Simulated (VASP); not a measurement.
# CaI (P-6m2) in VASP: a series of runs

The runs below take CaI through single point, with PBEsol.

Everything below comes from runs of VASP 6.6.1. Logs are shortened: lines on timing, memory, paths and dates and some standing lists are left out, and cuts for length are marked.

### 1 The cell of the first run

The structure is hexagonal, space group P-6m2 (No. 187). The conventional cell has a = 3.508 Å, b = 3.508 Å, c = 3.947 Å, α = 90.00°, β = 90.00°, γ = 120.00°. I (site symmetry -6m2) has 6 Ca at 2.83 Å and 6 I at 3.51 Å within 3.7 Å. Ca (site symmetry -6m2) has 6 I at 2.83 Å and 6 Ca at 3.51 Å within 3.7 Å.

### 2 Single point, PBEsol

The input, INCAR:

```
PREC = Accurate
ENCUT = 520
EDIFF = 1E-6
ISMEAR = -1
SIGMA = 0.05
LREAL = False
LASPH = True
NELM = 80
ALGO = Normal
ISIF = 2
LWAVE = False
LCHARG = False
GGA = PS
NBANDS = 16
```

The input, KPOINTS:

```
regular mesh
0
Gamma
  7 7 6
```

The input, POSCAR:

```
CaI
1.0
    3.5081214108      0.0000000000      0.0000000000
   -1.7540607054      3.0381222613      0.0000000000
    0.0000000000      0.0000000000      3.9471123833
I Ca
1 1
Direct
    0.6666666667      0.3333333333      0.0000000000
    0.0000000000      0.0000000000      0.5000000000
```

Potentials or basis: VASP PAW PBE potentials, release 64 (I, Ca_sv).

Run with:

```console
> cat potpaw_PBE.64/I/POTCAR potpaw_PBE.64/Ca_sv/POTCAR > POTCAR
> mpirun -np 1 vasp_std > vasp.out
```

OUTCAR:

```text
PREC = Accurate
   ENCUT = 520
   EDIFF = 1E-6
   ISMEAR = -1
   LREAL = False
   LASPH = True
   NELM = 80
   ISIF = 2
   GGA = PS

 ion  position               nearest neighbor table
   1  0.667  0.333  0.000-   2 2.83   2 2.83   2 2.83   2 2.83   2 2.83   2 2.83
   2  0.000  0.000  0.500-   1 2.83   1 2.83   1 2.83   1 2.83   1 2.83   1 2.83

  LATTYP: Found a hexagonal cell.
 ALAT       =     3.5081214108
 C/A-ratio  =     1.1251356270

  Lattice vectors:

 A1 = (   3.5081214108,   0.0000000000,   0.0000000000)
 A2 = (  -1.7540607054,   3.0381222613,   0.0000000000)
 A3 = (   0.0000000000,   0.0000000000,   3.9471123833)

Analysis of symmetry for initial positions (statically):
=====================================================================
 Subroutine PRICEL returns:
 Original cell was already a primitive cell.

 Routine SETGRP: Setting up the symmetry group for a
 hexagonal supercell.

 Subroutine GETGRP returns: Found 12 space group operations
 (whereof 12 operations were pure point group operations)
 out of a pool of 24 trial point group operations.

The static configuration has the point symmetry D_3h.

Analysis of symmetry for dynamics (positions and initial velocities):
=====================================================================
 Subroutine PRICEL returns:
 Original cell was already a primitive cell.

 Routine SETGRP: Setting up the symmetry group for a
 hexagonal supercell.

 Subroutine GETGRP returns: Found 12 space group operations
 (whereof 12 operations were pure point group operations)
 out of a pool of 24 trial point group operations.

The dynamic configuration has the point symmetry D_3h.

 Subroutine INISYM returns: Found 12 space group operations
 (whereof 12 operations are pure point group operations),
 and found     1 'primitive' translations

----------------------------------------------------------------------------------------

                                     Primitive cell

  volume of cell :      42.0687

  direct lattice vectors                    reciprocal lattice vectors
     3.508121411  0.000000000  0.000000000     0.285052848  0.164575339  0.000000000
    -1.754060705  3.038122261  0.000000000     0.000000000  0.329150677  0.000000000
     0.000000000  0.000000000  3.947112383     0.000000000  0.000000000  0.253349766

  length of vectors
     3.508121411  3.508121411  3.947112383     0.329150677  0.329150677  0.253349766

  position of ions in fractional coordinates (direct lattice)
     0.666666667  0.333333333  0.000000000
     0.000000000  0.000000000  0.500000000

  ion indices of the primitive-cell ions
   primitive index   ion index
                 1           1
                 2           2

----------------------------------------------------------------------------------------

 KPOINTS: regular mesh

Automatic generation of k-mesh.
 Grid dimensions read from file:
 generate k-points for:    7    7    6

 Generating k-lattice:

  Cartesian coordinates                     Fractional coordinates (reciprocal lattice)
     0.040721835  0.023510763  0.000000000     0.142857143  0.000000000  0.000000000
     0.000000000  0.047021525  0.000000000     0.000000000  0.142857143  0.000000000
     0.000000000  0.000000000  0.042224961     0.000000000  0.000000000  0.166666667

  Length of vectors
     0.047021525  0.047021525  0.042224961

  Shift w.r.t. Gamma in fractional coordinates (k-lattice)
     0.000000000  0.000000000  0.000000000

 Subroutine IBZKPT returns following result:
 ===========================================

 Found     32 irreducible k-points:

 Following reciprocal coordinates:
            Coordinates               Weight
  0.000000  0.000000  0.000000      1.000000
  0.142857 -0.000000  0.000000      6.000000
  0.285714  0.000000  0.000000      6.000000
  0.428571  0.000000  0.000000      6.000000
  0.142857  0.142857  0.000000      6.000000
  0.285714  0.142857  0.000000     12.000000
[... 16 lines left out ...]
  0.428571  0.142857  0.333333     12.000000
  0.285714  0.285714  0.333333     12.000000
 [... further k-points ...]
   k-points           NKPTS =     32   k-points in BZ     NKDIM =     32   number of bands    NBANDS=     16
   number of dos      NEDOS =    301   number of ions     NIONS =      2
   total plane-waves  NPLWV =  23520
   dimension x,y,z NGX =    28 NGY =   28 NGZ =   30
   dimension x,y,z NGXF=    56 NGYF=   56 NGZF=   60
   ions per type =               1   1
   NGX,Y,Z   is equivalent  to a cutoff of  13.27, 13.27, 12.64 a.u.
   NGXF,Y,Z  is equivalent  to a cutoff of  26.54, 26.54, 25.27 a.u.
 SYSTEM =  unknown system
   PREC   = accura    normal or accurate (medium, high low for compatibility)
   ISTART =      0    job   : 0-new  1-cont  2-samecut
   ICHARG =      2    charge: 1-file 2-atom 10-const
   ISPIN  =      1    spin polarized calculation?
   LNONCOLLINEAR =      F non collinear calculations
   LSORBIT =      F    spin-orbit coupling
   LASPH  =      T    aspherical Exc in radial PAW
   ENCUT  =  520.0 eV  38.22 Ry    6.18 a.u.   6.52  6.52  7.34*2*pi/ulx,y,z
   NELM   =     80;   NELMIN=  2; NELMDL= -5     # of ELM steps
   EDIFF  = 0.1E-05   stopping-criterion for ELM
   LREAL  =      F    real-space projection
   EDIFFG = 0.1E-04   stopping-criterion for IOM
   NSW    =      0    number of steps for IOM
   IBRION =     -1    ionic relax: 0-MD 1-quasi-New 2-CG
   NFREE  =      0    steps in history (QN), initial steepest desc. (CG)
   ISIF   =      2    stress and relaxation
   ISYM   =      2    0-nonsym 1-usesym 2-fastsym
   POTIM  = 0.5000    time-step for ionic-motion
   TEBEG  =    0.0;   TEEND  =   0.0 temperature during run
   PSTRESS=    0.0 pullay stress
   NELECT =      17.0000    total number of electrons
   NUPDOWN=      -1.0000    fix difference up-down
   EMIN   =  10.00;   EMAX   =-10.00  energy-range for DOS
   EFERMI =   0.00;   METHOD = LEGACY
   ISMEAR =    -1;   SIGMA  =   0.05  broadening in eV -4-tet -1-fermi 0-gaus
   EFERMI_NEDOS =   21; number of points for ismear=-14 and -15
   IALGO  =     38    algorithm
   IMIX   =      4    mixing-type and parameters
     AMIX     =   0.40;   BMIX     =  1.00
     AMIX_MAG =   1.60;   BMIX_MAG =  1.00
  volume/ion in A,a.u.               =      21.03       141.95
  Fermi-wavevector in a.u.,A,eV,Ry     =   1.210332  2.287197 19.931239  1.464905
  Thomas-Fermi vector in A             =   2.345882
   LORBIT       =      0    0 simple, 1 ext, 2 COOP (PROOUT), +10 PAW based schemes
   GGA     = PS    functional components
   LHFCALC =     F    Hartree Fock is set to
   AEXX    =    0.0000 exact exchange contribution
   IVDW    =     0    specifies the selected vdW correction
   LEPSILON=     F    determine dielectric tensor
   LRPA    =     F    only Hartree local field effects (RPA)
 non-spin polarized calculation
  energy-cutoff  :      520.00
  volume of cell :       42.07
 maximum number of plane-waves:      1161
 NGX is ok and might be reduce to    28
   NGX = 13   NGY = 13   NGZ = 15

 number of electron      16.9999998 magnetization

 Free energy of the ion-electron system (eV)
  ---------------------------------------------------
  ext. energy  EPLUGINS =         0.00000000
  ---------------------------------------------------
  free energy    TOTEN  =        -4.61547136 eV

  energy without entropy =       -4.59517438  energy(sigma->0) =       -4.60532287

 E-fermi :   9.6813     XC(G=0): -10.9650

 val. band max:        9.6794707333   @ k =   0.2857   0.0000   0.5000
 cond. band min:       9.6950520630   @ k =   0.2857   0.2857   0.5000
 fundamental gap:      0.0155813297
 Fermi energy:         9.6813496085

 k-point     1 :       0.0000    0.0000    0.0000
  band No.  band energies     occupation
      1     -30.9670      2.00000
      2     -12.3676      2.00000
      3     -12.0209      2.00000
      4     -12.0209      2.00000
      5      -6.9317      2.00000
      6       4.9502      2.00000
[... 8 lines left out ...]
     15      16.0392      0.00000
     16      16.9170      0.00000

 k-point     2 :       0.1429   -0.0000    0.0000
  band No.  band energies     occupation
      1     -30.9569      2.00000
      2     -12.3461      2.00000
      3     -12.1391      2.00000
      4     -12.0412      2.00000
      5      -6.6448      2.00000
      6       4.8837      2.00000
[... 8 lines left out ...]
     15      15.8585      0.00000
     16      17.8494      0.00000

 k-point     3 :       0.2857    0.0000    0.0000
  band No.  band energies     occupation
      1     -30.9343      2.00000
      2     -12.3828      2.00000
      3     -12.2974      2.00000
      4     -12.0866      2.00000
      5      -5.9355      2.00000
      6       3.2579      2.00000
[... 8 lines left out ...]
     15      17.3725      0.00000
     16      17.9414      0.00000

 k-point     4 :       0.4286    0.0000    0.0000
  band No.  band energies     occupation
      1     -30.9160      2.00000
      2     -12.5612      2.00000
      3     -12.2580      2.00000
      4     -12.1225      2.00000
      5      -5.2431      2.00000
      6       1.7325      2.00000
[... 8 lines left out ...]
     15      16.3544      0.00000
     16      18.4835      0.00000
[... 324 lines left out ...]
 k-point    22 :       0.2857    0.1429    0.3333
  band No.  band energies     occupation
      1     -30.9133      2.00000
      2     -12.4522      2.00000
      3     -12.3824      2.00000
      4     -12.1343      2.00000
      5      -5.3415      2.00000
      6       2.8146      2.00000
[... 8 lines left out ...]
     15      16.7427      0.00000
     16      17.4057      0.00000

 k-point    23 :       0.4286    0.1429    0.3333
  band No.  band energies     occupation
      1     -30.9044      2.00000
      2     -12.4681      2.00000
      3     -12.3838      2.00000
      4     -12.1633      2.00000
      5      -5.1491      2.00000
      6       2.1983      2.00000
[... 8 lines left out ...]
     15      15.7200      0.00000
     16      17.4545      0.00000

 k-point    24 :       0.2857    0.2857    0.3333
  band No.  band energies     occupation
      1     -30.9023      2.00000
      2     -12.4125      2.00000
      3     -12.3701      2.00000
      4     -12.2485      2.00000
      5      -5.1001      2.00000
      6       2.5923      2.00000
[... 8 lines left out ...]
     15      16.2059      0.00000
     16      17.7956      0.00000

 [... further k-points ...]
[... 5 lines left out ...]
  --------------------------------------------------------------------------------------
  -------------------------------------------------------------------------------------
  Total        7.9556023      7.9556023      7.9992546      0.0000000      0.0000000      0.0000000
  in kB      302.9872083    302.9872083    304.6496953      0.0000000      0.0000000      0.0000000
  external PRESSURE =     303.5413706 kB  Pullay stress =       0.0000000 kB

 VOLUME and BASIS-vectors are now :
 -----------------------------------------------------------------------------
  energy-cutoff  :      520.00
  volume of cell :       42.07
      direct lattice vectors                 reciprocal lattice vectors
     3.508121411  0.000000000  0.000000000     0.285052848  0.164575339  0.000000000
    -1.754060705  3.038122261  0.000000000     0.000000000  0.329150677  0.000000000
     0.000000000  0.000000000  3.947112383     0.000000000  0.000000000  0.253349766

 POSITION                                       TOTAL-FORCE (eV/Angst)
 -----------------------------------------------------------------------------------
      1.75406      1.01271      0.00000        -0.000000      0.000000      0.000000
      0.00000      0.00000      1.97356         0.000000      0.000000      0.000000
 -----------------------------------------------------------------------------------
    total drift:                               -0.000000      0.000000      0.000000

  FREE ENERGIE OF THE ION-ELECTRON SYSTEM (eV)
  ---------------------------------------------------
  free  energy   TOTEN  =        -4.6154713602 eV

  energy  without entropy=       -4.5951743786  energy(sigma->0) =       -4.60532287
```

It took 12 s on 1 thread of Intel Xeon Platinum 8488C (Sapphire Rapids), shared host; peak memory 0.17 GiB.

What came out:

```yaml
Free_energy: -4.6155 eV
Pressure: 30.4 GPa
```

Levels at points of the mesh, in eV from the Fermi level:
| k point | band 4 | band 5 | band 6 | band 7 | band 8 | band 9 | band 10 | band 11 | band 12 | band 13 |
| --- | --- | --- | --- | --- | --- | --- | --- | --- | --- | --- |
| (0.00, 0.00, 0.00) | -21.70 | -16.61 | -4.73 | -2.85 | -2.85 | -1.64 | 3.02 | 3.54 | 3.54 | 3.61 |
| (0.00, 0.00, 0.50) | -21.69 | -15.47 | -7.98 | -2.57 | -2.57 | 1.94 | 1.94 | 2.35 | 3.09 | 3.09 |

Caveat: the PAW data sets were made with another functional, which shifts forces and pressure a little; spin-orbit coupling is left out, which moves the levels of the heavy elements; an odd number of electrons without spin polarisation forces a metal; a magnetic or distorted state may lie lower.

[end of part 1 of 2]
